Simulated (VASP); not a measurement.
# ZnO (Cmcm) in VASP: notebook, part 2 of 3

VASP 6.6.1.

## Step 3: Single point, PBE+D3(BJ) (strain +0.0150 x Voigt [1, -1, 0, 0, 0, 0])

INCAR

```
SYSTEM = ZnO
ALGO = Normal
EDIFF = 1E-7
ENCUT = 520
GGA = PE
ISIF = 2
ISMEAR = 0
IVDW = 12
LASPH = .TRUE.
LCHARG = .FALSE.
LREAL = .FALSE.
LWAVE = .FALSE.
NBANDS = 26
NELM = 60
PREC = Accurate
SIGMA = 0.05
```

KPOINTS

```
k-points
0
G
  9 9 4
  0 0 0
```

POSCAR

```
ZnO
1.0
    3.3372866661      0.0000000000      0.0000000000
   -1.6686433330      2.8047511399      0.0000000000
    0.0000000000      0.0000000000      7.1304413500
Zn O
2 2
Direct
    0.0000000000      0.0000000000      0.7500000000
    0.0000000000      0.0000000000      0.2500000000
    0.3333333333      0.6666666667      0.2500000000
    0.6666666667      0.3333333333      0.7500000000
```

Potentials or basis: VASP PAW PBE potentials, release 64 (Zn, O).

Launch:

```bash
cat potpaw_PBE.64/Zn/POTCAR potpaw_PBE.64/O/POTCAR > POTCAR
mpirun -np 1 vasp_std > vasp.out
```

OUTCAR:

```text
SYSTEM = ZnO
   EDIFF = 1E-7
   ENCUT = 520
   GGA = PE
   ISIF = 2
   ISMEAR = 0
   IVDW = 12
   LASPH = .TRUE.
   LREAL = .FALSE.
   NELM = 60
   PREC = Accurate
 IVDW          = 12

 ion  position               nearest neighbor table
   1  0.000  0.000  0.750-   4 1.87   4 1.91   4 1.91
   2  0.000  0.000  0.250-   3 1.87   3 1.91   3 1.91
   3  0.333  0.667  0.250-   2 1.87   2 1.91   2 1.91
   4  0.667  0.333  0.750-   1 1.87   1 1.91   1 1.91

  Warning from LATTYP: Monoclinic adjustment (A1->A3, A2->A1, A3->A2)!
  LATTYP: Found a base centered orthorhombic cell.
 ALAT       =     3.3372866661
 B/A-ratio  =     1.6808571876
 C/A-ratio  =     2.1365983997

  Lattice vectors:

 A1 = (   1.6686433330,  -2.8047511399,   0.0000000000)
 A2 = (   1.6686433331,   2.8047511399,   0.0000000000)
 A3 = (   0.0000000000,   0.0000000000,   7.1304413500)

Analysis of symmetry for initial positions (statically):
=====================================================================
 Subroutine PRICEL returns:
 Original cell was already a primitive cell.

 Routine SETGRP: Setting up the symmetry group for a
 base centered orthorhombic supercell.

 Subroutine GETGRP returns: Found  8 space group operations
 (whereof  4 operations were pure point group operations)
 out of a pool of  8 trial point group operations.

The static configuration has the point symmetry C_2h.
 The point group associated with its full space group is D_2h.

Analysis of symmetry for dynamics (positions and initial velocities):
=====================================================================
 Subroutine PRICEL returns:
 Original cell was already a primitive cell.

 Routine SETGRP: Setting up the symmetry group for a
 base centered orthorhombic supercell.

 Subroutine GETGRP returns: Found  8 space group operations
 (whereof  4 operations were pure point group operations)
 out of a pool of  8 trial point group operations.

The dynamic configuration has the point symmetry C_2h.
 The point group associated with its full space group is D_2h.

 Subroutine INISYM returns: Found  8 space group operations
 (whereof  4 operations are pure point group operations),
 and found     1 'primitive' translations

----------------------------------------------------------------------------------------

                                     Primitive cell

  volume of cell :      66.7428

  direct lattice vectors                    reciprocal lattice vectors
     3.337286666  0.000000000  0.000000000     0.299644622  0.178268935  0.000000000
    -1.668643333  2.804751140  0.000000000     0.000000000  0.356537871  0.000000000
     0.000000000  0.000000000  7.130441350     0.000000000  0.000000000  0.140243773

  length of vectors
     3.337286666  3.263586912  7.130441350     0.348664183  0.356537871  0.140243773

  position of ions in fractional coordinates (direct lattice)
     0.000000000  0.000000000  0.750000000
     0.000000000  0.000000000  0.250000000
     0.333333333  0.666666667  0.250000000
     0.666666667  0.333333333  0.750000000

  ion indices of the primitive-cell ions
[... 25 lines left out ...]
     0.000000000  0.000000000  0.000000000

 Subroutine IBZKPT returns following result:
 ===========================================

 Found     75 irreducible k-points:

 Following reciprocal coordinates:
            Coordinates               Weight
  0.000000  0.000000  0.000000      1.000000
  0.111111  0.000000  0.000000      4.000000
  0.222222  0.000000  0.000000      4.000000
  0.333333  0.000000  0.000000      4.000000
  0.444444  0.000000  0.000000      4.000000
  0.000000  0.111111  0.000000      2.000000
[... 16 lines left out ...]
  0.333333  0.333333  0.000000      2.000000
  0.000000  0.444444  0.000000      2.000000
 [... further k-points ...]
   k-points           NKPTS =     75   k-points in BZ     NKDIM =     75   number of bands    NBANDS=     26
   number of dos      NEDOS =    301   number of ions     NIONS =      4
   total plane-waves  NPLWV =  36288
   dimension x,y,z NGX =    28 NGY =   24 NGZ =   54
   dimension x,y,z NGXF=    56 NGYF=   48 NGZF=  108
   ions per type =               2   2
   NGX,Y,Z   is equivalent  to a cutoff of  13.95, 12.23, 12.59 a.u.
   NGXF,Y,Z  is equivalent  to a cutoff of  27.90, 24.45, 25.18 a.u.
 SYSTEM =  ZnO
   PREC   = accura    normal or accurate (medium, high low for compatibility)
   ISTART =      0    job   : 0-new  1-cont  2-samecut
   ICHARG =      2    charge: 1-file 2-atom 10-const
   ISPIN  =      1    spin polarized calculation?
   LNONCOLLINEAR =      F non collinear calculations
   LSORBIT =      F    spin-orbit coupling
   LASPH  =      T    aspherical Exc in radial PAW
   ENCUT  =  520.0 eV  38.22 Ry    6.18 a.u.   6.21  6.07 13.26*2*pi/ulx,y,z
   NELM   =     60;   NELMIN=  2; NELMDL= -5     # of ELM steps
   EDIFF  = 0.1E-06   stopping-criterion for ELM
   LREAL  =      F    real-space projection
   EDIFFG = 0.1E-05   stopping-criterion for IOM
   NSW    =      0    number of steps for IOM
   IBRION =     -1    ionic relax: 0-MD 1-quasi-New 2-CG
   NFREE  =      0    steps in history (QN), initial steepest desc. (CG)
   ISIF   =      2    stress and relaxation
   ISYM   =      2    0-nonsym 1-usesym 2-fastsym
   POTIM  = 0.5000    time-step for ionic-motion
   TEBEG  =    0.0;   TEEND  =   0.0 temperature during run
   PSTRESS=    0.0 pullay stress
   NELECT =      36.0000    total number of electrons
   NUPDOWN=      -1.0000    fix difference up-down
   EMIN   =  10.00;   EMAX   =-10.00  energy-range for DOS
   EFERMI =   0.00;   METHOD = LEGACY
   ISMEAR =     0;   SIGMA  =   0.05  broadening in eV -4-tet -1-fermi 0-gaus
   EFERMI_NEDOS =   21; number of points for ismear=-14 and -15
   IALGO  =     38    algorithm
   IMIX   =      4    mixing-type and parameters
     AMIX     =   0.40;   BMIX     =  1.00
     AMIX_MAG =   1.60;   BMIX_MAG =  1.00
  volume/ion in A,a.u.               =      16.69       112.60
  Fermi-wavevector in a.u.,A,eV,Ry     =   1.332624  2.518294 24.162400  1.775886
  Thomas-Fermi vector in A             =   2.461544
   LORBIT       =      0    0 simple, 1 ext, 2 COOP (PROOUT), +10 PAW based schemes
   GGA     = PE    functional components
   LHFCALC =     F    Hartree Fock is set to
   AEXX    =    0.0000 exact exchange contribution
   IVDW    =    12    specifies the selected vdW correction
   LEPSILON=     F    determine dielectric tensor
   LRPA    =     F    only Hartree local field effects (RPA)
 non-spin polarized calculation
 Gauss-broadening in eV      SIGMA  =   0.05
  energy-cutoff  :      520.00
  volume of cell :       66.74
 maximum number of plane-waves:      1818
 NGX is ok and might be reduce to    28
   NGX = 13   NGY = 13   NGZ = 27

 number of electron      36.0000015 magnetization

 Free energy of the ion-electron system (eV)
  ---------------------------------------------------
  ext. energy  EPLUGINS =         0.00000000
  ---------------------------------------------------
  free energy    TOTEN  =       -16.94747014 eV

  energy without entropy =      -16.94747014  energy(sigma->0) =      -16.94747014

 E-fermi :  -0.4563     XC(G=0):  -8.9285

 val. band max:       -0.7191985505   @ k =   0.0000   0.0000   0.0000
 cond. band min:       0.0600715805   @ k =   0.0000   0.0000   0.0000
 fundamental gap:      0.7792701310
 Fermi energy:        -0.4563069409

 k-point     1 :       0.0000    0.0000    0.0000
  band No.  band energies     occupation
      1     -18.2262      2.00000
      2     -18.1460      2.00000
      3      -6.8733      2.00000
      4      -6.8677      2.00000
      5      -6.8580      2.00000
      6      -6.8537      2.00000
[... 685 lines left out ...]
     25      10.8900      0.00000
     26      13.2930      0.00000

 [... further k-points ...]

------------------------ aborting loop because EDIFF is reached ----------------------------------------

 Edisp (eV)   -0.62311

 E8    (eV) :    -0.2342

  FORCE on cell =-STRESS in cart. coord.  units (eV):
  Direction    XX          YY          ZZ          XY          YZ          ZX
  --------------------------------------------------------------------------------------
  -------------------------------------------------------------------------------------
  Total      -1.87283     0.75281    -0.67670     0.00000     0.00000     0.00000
  in kB     -44.95766    18.07143   -16.24433     0.00000     0.00000     0.00000
  external pressure =      -14.38 kB  Pullay stress =        0.00 kB

 VOLUME and BASIS-vectors are now :
 -----------------------------------------------------------------------------
  energy-cutoff  :      520.00
  volume of cell :       66.74
      direct lattice vectors                 reciprocal lattice vectors
     3.337286666  0.000000000  0.000000000     0.299644622  0.178268935  0.000000000
    -1.668643333  2.804751140  0.000000000     0.000000000  0.356537871  0.000000000
     0.000000000  0.000000000  7.130441350     0.000000000  0.000000000  0.140243773

 POSITION                                       TOTAL-FORCE (eV/Angst)
 -----------------------------------------------------------------------------------
      0.00000      0.00000      5.34783         0.000000      0.399605     -0.000000
      0.00000      0.00000      1.78261        -0.000000     -0.399605     -0.000000
     -0.00000      1.86983      1.78261         0.000000      0.390054     -0.000000
      1.66864      0.93492      5.34783        -0.000000     -0.390054      0.000000
 -----------------------------------------------------------------------------------
    total drift:                                0.000000     -0.000000      0.000000

  FREE ENERGIE OF THE ION-ELECTRON SYSTEM (eV)
  ---------------------------------------------------
  free  energy   TOTEN  =       -17.5705756251 eV

  energy  without entropy=      -17.5705756251  energy(sigma->0) =      -17.57057563
```

OSZICAR:

```text
N       E                     dE             d eps       ncg     rms          rms(c)
DAV:   1     0.298141187003E+03    0.29814E+03   -0.17975E+04  3916   0.179E+03
DAV:   2     0.150792099606E+02   -0.28306E+03   -0.26337E+03  4176   0.387E+02
DAV:   3    -0.202821495736E+02   -0.35361E+02   -0.34962E+02  4450   0.140E+02
DAV:   4    -0.210354906602E+02   -0.75334E+00   -0.75185E+00  4368   0.217E+01
DAV:   5    -0.210398872623E+02   -0.43966E-02   -0.43962E-02  4350   0.165E+00    0.159E+01
DAV:   6    -0.168062299753E+02    0.42337E+01   -0.10613E+01  6828   0.727E+01    0.914E+00
DAV:   7    -0.170017888177E+02   -0.19556E+00   -0.33569E+00  4030   0.177E+01    0.554E+00
DAV:   8    -0.170154298677E+02   -0.13641E-01   -0.84869E-01  4788   0.734E+00    0.195E+00
DAV:   9    -0.169436291701E+02    0.71801E-01   -0.18856E-01  5624   0.656E+00    0.376E-01
DAV:  10    -0.169469461328E+02   -0.33170E-02   -0.44510E-02  4044   0.161E+00    0.128E-01
DAV:  11    -0.169474630334E+02   -0.51690E-03   -0.10338E-03  4138   0.628E-01    0.889E-02
DAV:  12    -0.169474578303E+02    0.52031E-05   -0.47153E-04  5376   0.488E-01    0.165E-02
DAV:  13    -0.169474767225E+02   -0.18892E-04   -0.89636E-05  5136   0.125E-01    0.235E-02
DAV:  14    -0.169474702193E+02    0.65032E-05   -0.27026E-05  4870   0.535E-02    0.486E-03
DAV:  15    -0.169474703668E+02   -0.14753E-06   -0.60215E-06  4132   0.222E-02    0.228E-03
DAV:  16    -0.169474702063E+02    0.16054E-06   -0.23764E-07  3420   0.590E-03    0.168E-03
DAV:  17    -0.169474701381E+02    0.68209E-07   -0.78200E-08  2166   0.547E-03
   1 F= -.17570576E+02 E0= -.17570576E+02  d E =-.389210E-15
```

Wall time 1.8 min (1 thread of Intel Xeon Platinum 8488C (Sapphire Rapids), shared host); peak memory 0.25 GiB.

Results:

| Item | Value |
| --- | --- |
| Free energy | -17.5706 eV |
| Pressure | -1.4 GPa |
| Largest force | 0.400 eV/Å |
| Band gap on the k mesh | 0.78 eV |
| Dispersion energy per atom | -0.156 eV |

Forces on the atoms (eV/Å):
```
Zn   0.000  0.400  0.000
Zn   0.000 -0.400  0.000
O    0.000  0.390  0.000
O    0.000 -0.390  0.000
```

Stress tensor (GPa, compression positive):
```
-4.50  0.00  0.00
 0.00  1.81  0.00
 0.00  0.00 -1.62
```

Caveat: the cell differs from its parent crystal (strain +0.0150 x Voigt [1, -1, 0, 0, 0, 0]); an odd mesh through Γ misses points on the zone boundary, where band edges can lie.

## Step 4: Single point, PBE+D3(BJ) (strain -0.0100 x Voigt [1, -1, 0, 0, 0, 0])

INCAR

```
SYSTEM = ZnO
PREC = Accurate
ENCUT = 520
EDIFF = 1E-6
ISMEAR = 0
SIGMA = 0.05
LREAL = .False.
LASPH = .True.
NELM = 60
ALGO = Normal
ISIF = 2
LWAVE = .False.
LCHARG = .False.
GGA = PE
IVDW = 12
NBANDS = 26
```

KPOINTS

```
regular mesh
0
Gamma
  9 9 4
  0 0 0
```

Edit POSCAR of step 3 so:

```diff
@@ -2,4 +2,4 @@
 1.0
-    3.3372866661      0.0000000000      0.0000000000
-   -1.6686433330      2.8047511399      0.0000000000
+    3.2550874871      0.0000000000      0.0000000000
+   -1.6275437435      2.8759377171      0.0000000000
     0.0000000000      0.0000000000      7.1304413500
```

Launch:

```bash
cat potpaw_PBE.64/Zn/POTCAR potpaw_PBE.64/O/POTCAR > POTCAR
mpirun -np 1 vasp_std > vasp.out
```

Run time: 96 s. Hardware: 1 thread of Intel Xeon Platinum 8488C (Sapphire Rapids), shared host; peak memory 0.26 GiB.

It converged, with:

```yaml
Free_energy: -17.5816 eV
Pressure: -1.5 GPa
Largest_force: 0.246 eV/Å
Band_gap_on_the_k_mesh: 0.79 eV
Dispersion_energy_per_atom: -0.156 eV
```

Forces in eV/Å, atoms in the order of the input:
```
Zn   0.000 -0.246  0.000
Zn   0.000  0.246  0.000
O    0.000 -0.240  0.000
O    0.000  0.240  0.000
```

Stress tensor (GPa, compression positive):
```
 0.61  0.00  0.00
 0.00 -3.45  0.00
 0.00  0.00 -1.59
```

Levels at points of the mesh, in eV from the valence-band top:
| k point | band 16 | band 17 | band 18 | band 19 | band 20 | band 21 |
| --- | --- | --- | --- | --- | --- | --- |
| (0.00, 0.00, 0.00) | -0.06 | -0.01 | 0.00 | 0.79 | 3.32 | 5.14 |
| (0.00, 0.00, 0.50) | -0.07 | 0.00 | 0.00 | 1.90 | 1.90 | 7.23 |

Caveat: the cell differs from its parent crystal (strain -0.0100 x Voigt [1, -1, 0, 0, 0, 0]); an odd mesh through Γ misses points on the zone boundary, where band edges can lie.

(Part 2 of 3 ends here.)
